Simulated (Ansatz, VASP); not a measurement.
**O: VASP beside Ansatz**

```
O
1.0
     1.45126    0.83789    3.47515
    -1.45126    0.83789    3.47515
     0.00000   -1.67578    3.47515
O
2
Direct
  0.05770 0.05770 0.05770
  0.94230 0.94230 0.94230
```

Change from the starting cell: volume scaled by 1.06.

Alike in both runs: task single point; functional PBEsol; k mesh 10 × 10 × 10; occupations fermi-dirac, width 0.02 eV; no spin polarisation.

|  | VASP | Ansatz |
| --- | --- | --- |
| version | VASP 6.6.1 | Ansatz 0.2.0 |
| potentials or method | VASP PAW PBE potentials, release 64 (O), cutoff 520 eV | all-electron LAPW, scalar-relativistic |

```tsv
	VASP	Ansatz	Ansatz less VASP
pressure (GPa)	-0.3	-3.4	-3.16
traceless stress, the component that is largest in VASP (GPa)	16.59	9.59	-6.992
rms of the force components (eV/Å)	1.022	0.216	-0.8060
```

VASP's potentials were made for PBE, not for PBEsol. Atom by atom the forces differ by 0.806 eV/Å (rms over components). Ansatz ran all-electron here, and VASP with PAW potentials.

Noted on VASP's run: the standard files for N, O and F lose accuracy on very short bonds; spin is off for a triplet molecule.
